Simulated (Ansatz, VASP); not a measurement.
## One calculation of LiCaO3, two programs

The input INCAR:

```
SYSTEM = LiCaO3
  ALGO = Normal
  EDIFF = 1E-6
  ENCUT = 520
  GGA = PE
  ISIF = 2
  ISMEAR = 0
  ISPIN = 2
  LASPH = .TRUE.
  LCHARG = .FALSE.
  LORBIT = 11
  LREAL = .FALSE.
  LWAVE = .FALSE.
  MAGMOM = 0 0 0 0 1 1 1 1 1 1
  NBANDS = 46
  NELM = 150
  PREC = Accurate
  SIGMA = 0.1
```

Contents of KPOINTS:

```
k-points
0
G
  3 3 4
  0 0 0
```

The input POSCAR:

```
LiCaO3
1.0
    5.8835700000      0.0000000000      0.0000000000
   -2.9417850000      5.0953210800      0.0000000000
    0.0000000000      0.0000000000      4.9421988000
Li Ca O
2 2 6
Direct
    0.0000000000      0.0000000000      0.0000000000
    0.0000000000      0.0000000000      0.5000000000
    0.3333333300      0.6666666700      0.7500000000
    0.6666666700      0.3333333300      0.2500000000
    0.8333333300      0.6666666700      0.7500000000
    0.3333333300      0.1666666700      0.7500000000
    0.8333333300      0.1666666700      0.7500000000
    0.1666666700      0.3333333300      0.2500000000
    0.6666666700      0.8333333300      0.2500000000
    0.1666666700      0.8333333300      0.2500000000
```

Input for Ansatz:

```yaml
crystal:
  lattice:
    - [5.88357, 0.0, 0.0]
    - [-2.941785, 5.09532108, 0.0]
    - [0.0, 0.0, 4.9421988]
  atoms:
    - { symbol: Li, position: [0.0, 0.0, 0.0] }
    - { symbol: Li, position: [0.0, 0.0, 0.5] }
    - { symbol: Ca, position: [0.33333333, 0.66666667, 0.75] }
    - { symbol: Ca, position: [0.66666667, 0.33333333, 0.25] }
    - { symbol: O, position: [0.83333333, 0.66666667, 0.75], spin: 1.0 }
    - { symbol: O, position: [0.33333333, 0.16666667, 0.75], spin: 1.0 }
    - { symbol: O, position: [0.83333333, 0.16666667, 0.75], spin: 1.0 }
    - { symbol: O, position: [0.16666667, 0.33333333, 0.25], spin: 1.0 }
    - { symbol: O, position: [0.66666667, 0.83333333, 0.25], spin: 1.0 }
    - { symbol: O, position: [0.16666667, 0.83333333, 0.25], spin: 1.0 }
basis:
  ecutwfc: 420
kpoints:
  mp_grid: { grid: [3, 3, 4] }
hamiltonian:
  xc: pbe
scf:
  occupations: { method: gaussian, width: 0.1 }
  lower_state_search: "off"
output:
  forces: true
  stress: true
  eigenvalues: true
  populations: true
magnetization:
  spin_polarized: true
```

Alike in both runs: task single point; functional PBE; k mesh 3 × 3 × 4; occupations gaussian, width 0.1 eV; collinear spin.

|  | VASP | Ansatz |
| --- | --- | --- |
| version | VASP 6.6.1 | Ansatz 0.2.0 |
| potentials or method | VASP PAW PBE potentials, release 64 (Li_sv, Ca_sv, O), cutoff 520 eV | scalar-relativistic, plane waves, PAW |
| valence electrons in the cell | 62 | 62 |

Ansatz gave:

| Property | Result |
| --- | --- |
| gap on the k mesh at the Fermi level (eV) | none |
| rms of the force components (eV/Å) | 0.050 |
| net moment per atom (μB) | 0.60 |
| size of the moment on the site where the two differ most (μB) | 0.94 |

**Question.** What did VASP give for the same quantities?

**Answer.** gap on the k mesh at the Fermi level (eV): none; rms of the force components (eV/Å): 0.049; net moment per atom (μB): 0.60; size of the moment on the site where the two differ most (μB): 0.85.

Site moments also hang on the region over which each program counts them. Atom by atom the forces differ by 0.001 eV/Å (rms over components). A gap of «none» marks a metal or a gap that the smearing closes.

The k mesh is coarse, so the values compare programs but aren't converged. Noted on VASP's run: the cutoff is under 1.25 times that of the potentials, so the pressure is a little rough.
